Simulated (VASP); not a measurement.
# AlNi (Pm-3m) in VASP: notebook

AlNi is run at these levels: PBEsol; tasks: single point.

Everything below comes from runs of VASP 6.6.1. Logs are shortened: lines on timing, memory, paths and dates and some standing lists are left out, and cuts for length are marked.

### 1 The cell of the first run

Symmetry: Pm-3m, No. 221, cubic system. The conventional cell has a = 2.862 Å, b = 2.862 Å, c = 2.862 Å, α = 90.00°, β = 90.00°, γ = 90.00°. Al (site symmetry m-3m) has 8 Ni at 2.48 Å and 6 Al at 2.86 Å within 3.3 Å. Ni (site symmetry m-3m) has 8 Al at 2.48 Å and 6 Ni at 2.86 Å within 3.3 Å.

### 2 Single point, PBEsol

INCAR

```
  ALGO = Fast
  EDIFF = 1E-7
  ENCUT = 520
  GGA = PS
  ISIF = 2
  ISMEAR = 0
  LASPH = True
  LCHARG = False
  LREAL = False
  LWAVE = False
  NBANDS = 14
  NELM = 80
  PREC = Accurate
  SIGMA = 0.1
```

KPOINTS

```
k-points
0
Gamma
  14 14 14
```

POSCAR

```
AlNi
1.0
    2.8621655516      0.0000000000      0.0000000000
    0.0000000000      2.8621655516      0.0000000000
    0.0000000000      0.0000000000      2.8621655516
Al Ni
1 1
Direct
    0.0000000000      0.0000000000      0.0000000000
    0.5000000000      0.5000000000      0.5000000000
```

Potentials or basis: VASP PAW PBE potentials, release 64 (Al, Ni).

Run with:

```sh
$ cat potpaw_PBE.64/Al/POTCAR potpaw_PBE.64/Ni/POTCAR > POTCAR
$ mpirun -np 1 vasp_std > vasp.out
```

OUTCAR:

```text
EDIFF = 1E-7
   ENCUT = 520
   GGA = PS
   ISIF = 2
   ISMEAR = 0
   LASPH = True
   LREAL = False
   NELM = 80
   PREC = Accurate

 ion  position               nearest neighbor table
   1  0.000  0.000  0.000-   2 2.48   2 2.48   2 2.48   2 2.48   2 2.48   2 2.48   2 2.48   2 2.48

   2  0.500  0.500  0.500-   1 2.48   1 2.48   1 2.48   1 2.48   1 2.48   1 2.48   1 2.48   1 2.48

  LATTYP: Found a simple cubic cell.
 ALAT       =     2.8621655516

  Lattice vectors:

 A1 = (   2.8621655516,   0.0000000000,   0.0000000000)
 A2 = (   0.0000000000,   2.8621655516,   0.0000000000)
 A3 = (   0.0000000000,   0.0000000000,   2.8621655516)

Analysis of symmetry for initial positions (statically):
=====================================================================
 Subroutine PRICEL returns:
 Original cell was already a primitive cell.

 Routine SETGRP: Setting up the symmetry group for a
 simple cubic supercell.

 Subroutine GETGRP returns: Found 48 space group operations
 (whereof 48 operations were pure point group operations)
 out of a pool of 48 trial point group operations.

The static configuration has the point symmetry O_h .

Analysis of symmetry for dynamics (positions and initial velocities):
=====================================================================
 Subroutine PRICEL returns:
 Original cell was already a primitive cell.

 Routine SETGRP: Setting up the symmetry group for a
 simple cubic supercell.

 Subroutine GETGRP returns: Found 48 space group operations
 (whereof 48 operations were pure point group operations)
 out of a pool of 48 trial point group operations.

The dynamic configuration has the point symmetry O_h .

 Subroutine INISYM returns: Found 48 space group operations
 (whereof 48 operations are pure point group operations),
 and found     1 'primitive' translations

----------------------------------------------------------------------------------------

                                     Primitive cell

  volume of cell :      23.4468

  direct lattice vectors                    reciprocal lattice vectors
     2.862165552  0.000000000  0.000000000     0.349385800  0.000000000  0.000000000
     0.000000000  2.862165552  0.000000000     0.000000000  0.349385800  0.000000000
     0.000000000  0.000000000  2.862165552     0.000000000  0.000000000  0.349385800

  length of vectors
     2.862165552  2.862165552  2.862165552     0.349385800  0.349385800  0.349385800

  position of ions in fractional coordinates (direct lattice)
     0.000000000  0.000000000  0.000000000
     0.500000000  0.500000000  0.500000000

  ion indices of the primitive-cell ions
   primitive index   ion index
                 1           1
                 2           2

----------------------------------------------------------------------------------------

 KPOINTS: k-points

Automatic generation of k-mesh.
 Grid dimensions read from file:
 generate k-points for:   14   14   14

 Generating k-lattice:

  Cartesian coordinates                     Fractional coordinates (reciprocal lattice)
     0.024956129  0.000000000  0.000000000     0.071428571  0.000000000  0.000000000
     0.000000000  0.024956129  0.000000000     0.000000000  0.071428571  0.000000000
     0.000000000  0.000000000  0.024956129     0.000000000  0.000000000  0.071428571

  Length of vectors
     0.024956129  0.024956129  0.024956129

  Shift w.r.t. Gamma in fractional coordinates (k-lattice)
     0.000000000  0.000000000  0.000000000

 Subroutine IBZKPT returns following result:
 ===========================================

 Found    120 irreducible k-points:

 Following reciprocal coordinates:
            Coordinates               Weight
  0.000000  0.000000  0.000000      1.000000
  0.071429  0.000000  0.000000      6.000000
  0.142857  0.000000  0.000000      6.000000
  0.214286  0.000000  0.000000      6.000000
  0.285714  0.000000  0.000000      6.000000
  0.357143  0.000000  0.000000      6.000000
[... 16 lines left out ...]
  0.285714  0.214286  0.000000     24.000000
  0.357143  0.214286  0.000000     24.000000
 [... further k-points ...]
   k-points           NKPTS =    120   k-points in BZ     NKDIM =    120   number of bands    NBANDS=     14
   number of dos      NEDOS =    301   number of ions     NIONS =      2
   total plane-waves  NPLWV =  13824
   dimension x,y,z NGX =    24 NGY =   24 NGZ =   24
   dimension x,y,z NGXF=    48 NGYF=   48 NGZF=   48
   ions per type =               1   1
   NGX,Y,Z   is equivalent  to a cutoff of  13.94, 13.94, 13.94 a.u.
   NGXF,Y,Z  is equivalent  to a cutoff of  27.88, 27.88, 27.88 a.u.
 SYSTEM =  unknown system
   PREC   = accura    normal or accurate (medium, high low for compatibility)
   ISTART =      0    job   : 0-new  1-cont  2-samecut
   ICHARG =      2    charge: 1-file 2-atom 10-const
   ISPIN  =      1    spin polarized calculation?
   LNONCOLLINEAR =      F non collinear calculations
   LSORBIT =      F    spin-orbit coupling
   LASPH  =      T    aspherical Exc in radial PAW
   ENCUT  =  520.0 eV  38.22 Ry    6.18 a.u.   5.32  5.32  5.32*2*pi/ulx,y,z
   NELM   =     80;   NELMIN=  2; NELMDL= -5     # of ELM steps
   EDIFF  = 0.1E-06   stopping-criterion for ELM
   LREAL  =      F    real-space projection
   EDIFFG = 0.1E-05   stopping-criterion for IOM
   NSW    =      0    number of steps for IOM
   IBRION =     -1    ionic relax: 0-MD 1-quasi-New 2-CG
   NFREE  =      0    steps in history (QN), initial steepest desc. (CG)
   ISIF   =      2    stress and relaxation
   ISYM   =      2    0-nonsym 1-usesym 2-fastsym
   POTIM  = 0.5000    time-step for ionic-motion
   TEBEG  =    0.0;   TEEND  =   0.0 temperature during run
   PSTRESS=    0.0 pullay stress
   NELECT =      13.0000    total number of electrons
   NUPDOWN=      -1.0000    fix difference up-down
   EMIN   =  10.00;   EMAX   =-10.00  energy-range for DOS
   EFERMI =   0.00;   METHOD = LEGACY
   ISMEAR =     0;   SIGMA  =   0.10  broadening in eV -4-tet -1-fermi 0-gaus
   EFERMI_NEDOS =   21; number of points for ismear=-14 and -15
   IALGO  =     68    algorithm
   IMIX   =      4    mixing-type and parameters
     AMIX     =   0.40;   BMIX     =  1.00
     AMIX_MAG =   1.60;   BMIX_MAG =  1.00
  volume/ion in A,a.u.               =      11.72        79.11
  Fermi-wavevector in a.u.,A,eV,Ry     =   1.344914  2.541519 24.610134  1.808794
  Thomas-Fermi vector in A             =   2.472869
   LORBIT       =      0    0 simple, 1 ext, 2 COOP (PROOUT), +10 PAW based schemes
   GGA     = PS    functional components
   LHFCALC =     F    Hartree Fock is set to
   AEXX    =    0.0000 exact exchange contribution
   IVDW    =     0    specifies the selected vdW correction
   LEPSILON=     F    determine dielectric tensor
   LRPA    =     F    only Hartree local field effects (RPA)
 non-spin polarized calculation
 RMM-DIIS sequential band-by-band and
 Gauss-broadening in eV      SIGMA  =   0.10
  energy-cutoff  :      520.00
  volume of cell :       23.45
 maximum number of plane-waves:       651
 NGX is ok and might be reduce to    24
   NGX = 11   NGY = 11   NGZ = 11

 number of electron      13.0000011 magnetization

 Free energy of the ion-electron system (eV)
  ---------------------------------------------------
  ext. energy  EPLUGINS =         0.00000000
  ---------------------------------------------------
  free energy    TOTEN  =       -11.58708100 eV

  energy without entropy =      -11.58203193  energy(sigma->0) =      -11.58455646

 E-fermi :  10.1304     XC(G=0): -12.2618

 val. band max:       10.1223783647   @ k =   0.3571   0.2143   0.0714
 cond. band min:      10.1305581393   @ k =   0.3571   0.1429   0.1429
 fundamental gap:      0.0081797746
 Fermi energy:        10.1304287858

 k-point     1 :       0.0000    0.0000    0.0000
  band No.  band energies     occupation
      1      -1.1171      2.00000
      2       6.8265      2.00000
      3       6.8265      2.00000
      4       8.5759      2.00000
      5       8.5759      2.00000
      6       8.5759      2.00000
      7      15.7389      0.00000
      8      15.7389      0.00000
      9      15.7389      0.00000
     10      18.3685      0.00000
     11      18.3685      0.00000
     12      24.2423      0.00000
     13      31.2880      0.00000
     14      31.2880      0.00000

 k-point     2 :       0.0714    0.0000    0.0000
  band No.  band energies     occupation
      1      -1.0218      2.00000
      2       6.8201      2.00000
      3       6.8493      2.00000
      4       8.5339      2.00000
      5       8.5339      2.00000
      6       8.5804      2.00000
      7      14.7502      0.00000
      8      15.8648      0.00000
      9      15.8648      0.00000
     10      18.3727      0.00000
     11      19.2648      0.00000
     12      24.5711      0.00000
     13      30.2176      0.00000
     14      30.2182      0.00000

 k-point     3 :       0.1429    0.0000    0.0000
  band No.  band energies     occupation
      1      -0.7372      2.00000
      2       6.7765      2.00000
      3       6.9139      2.00000
      4       8.4205      2.00000
      5       8.4205      2.00000
      6       8.5931      2.00000
      7      13.1369      0.00000
      8      16.2306      0.00000
      9      16.2306      0.00000
     10      18.3849      0.00000
     11      20.5553      0.00000
     12      25.6180      0.00000
     13      28.4707      0.00000
     14      28.4707      0.00000
[... 324 lines left out ...]
 k-point    23 :       0.2857    0.2143    0.0000
  band No.  band energies     occupation
      1       1.1809      2.00000
      2       6.5052      2.00000
      3       7.0484      2.00000
      4       7.8204      2.00000
      5       8.1565      2.00000
      6       8.3582      2.00000
      7      10.8764      0.00000
      8      13.3325      0.00000
      9      18.5563      0.00000
     10      19.1406      0.00000
     11      21.8947      0.00000
     12      25.6411      0.00000
     13      26.1771      0.00000
     14      27.7135      0.00000

 k-point    24 :       0.3571    0.2143    0.0000
  band No.  band energies     occupation
      1       1.9582      2.00000
      2       5.8328      2.00000
      3       7.2226      2.00000
      4       7.7744      2.00000
      5       8.0323      2.00000
      6       8.3788      2.00000
      7      10.0579      1.69502
      8      13.9690      0.00000
      9      18.0706      0.00000
     10      19.4308      0.00000
     11      21.8648      0.00000
     12      24.1698      0.00000
     13      26.4400      0.00000
     14      27.9742      0.00000

 [... further k-points ...]
[... 5 lines left out ...]
  --------------------------------------------------------------------------------------
  -------------------------------------------------------------------------------------
  Total        0.0249473      0.0249473      0.0249473      0.0000000      0.0000000     -0.0000000
  in kB        1.7047081      1.7047081      1.7047081      0.0000000      0.0000000     -0.0000000
  external PRESSURE =       1.7047081 kB  Pullay stress =       0.0000000 kB

 VOLUME and BASIS-vectors are now :
 -----------------------------------------------------------------------------
  energy-cutoff  :      520.00
  volume of cell :       23.45
      direct lattice vectors                 reciprocal lattice vectors
     2.862165552  0.000000000  0.000000000     0.349385800  0.000000000  0.000000000
     0.000000000  2.862165552  0.000000000     0.000000000  0.349385800  0.000000000
     0.000000000  0.000000000  2.862165552     0.000000000  0.000000000  0.349385800

 POSITION                                       TOTAL-FORCE (eV/Angst)
 -----------------------------------------------------------------------------------
      0.00000      0.00000      0.00000         0.000000      0.000000      0.000000
      1.43108      1.43108      1.43108         0.000000      0.000000      0.000000
 -----------------------------------------------------------------------------------
    total drift:                                0.000000      0.000000     -0.000000

  FREE ENERGIE OF THE ION-ELECTRON SYSTEM (eV)
  ---------------------------------------------------
  free  energy   TOTEN  =       -11.5870809966 eV

  energy  without entropy=      -11.5820319285  energy(sigma->0) =      -11.58455646
```

Wall time 22 s (1 thread of Intel Xeon Platinum 8559C (Emerald Rapids), shared host); peak memory 0.16 GiB.

Results:

```yaml
Free_energy: -11.5871 eV
Pressure: 0.2 GPa
```

Caveat: the PAW data sets were made with another functional, which shifts forces and pressure a little. Spin polarisation is off, so any magnetic state and its effect on volume and gap are missing.

### 3 Single point, PBEsol (volume scaled by 1.03)

INCAR

```
PREC = Accurate ; ENCUT = 520
EDIFF = 1E-7 ; ISMEAR = 0
SIGMA = 0.1 ; LREAL = False
LASPH = True ; NELM = 100
ALGO = Fast ; ISIF = 2
LWAVE = False ; LCHARG = False
GGA = PS ; NBANDS = 14
```

KPOINTS

```
Automatic mesh
0
Gamma
  14 14 14
```

POSCAR

```
AlNi
1.0
    2.8905056675      0.0000000000      0.0000000000
    0.0000000000      2.8905056675      0.0000000000
    0.0000000000      0.0000000000      2.8905056675
Al Ni
1 1
Direct
    0.0000000000      0.0000000000      0.0000000000
    0.5000000000      0.5000000000      0.5000000000
```

Potentials or basis: VASP PAW PBE potentials, release 64 (Al, Ni).

Run with:

```sh
$ cat potpaw_PBE.64/Al/POTCAR potpaw_PBE.64/Ni/POTCAR > POTCAR
$ mpirun -np 1 vasp_std > vasp.out
```

Wall time 29 s (1 thread of Intel Xeon Platinum 8559C (Emerald Rapids), shared host); peak memory 0.16 GiB.

Results (log left out):

| Quantity | Value |
| --- | --- |
| Free energy | -11.5771 eV |
| Pressure | -4.6 GPa |

Levels at points of the mesh, in eV from the Fermi level:
```csv
k point,band 3,band 4,band 5,band 6,band 7,band 8,band 9,band 10,band 11,band 12
"(0.00, 0.00, 0.00)",-3.16,-1.49,-1.49,-1.49,5.48,5.48,5.48,8.14,8.14,13.58
"(0.50, 0.00, 0.00)",-2.69,-2.19,-2.19,-1.41,-0.61,8.32,9.97,9.97,10.83,10.83
"(0.50, 0.50, 0.00)",-2.82,-2.82,-2.02,-2.02,-0.97,1.47,2.48,12.21,15.08,15.08
"(0.50, 0.50, 0.50)",-4.02,-0.94,-0.94,2.02,2.02,2.02,3.67,4.46,4.46,4.46
```

Caveat: the PAW data sets were made with another functional, which shifts forces and pressure a little.
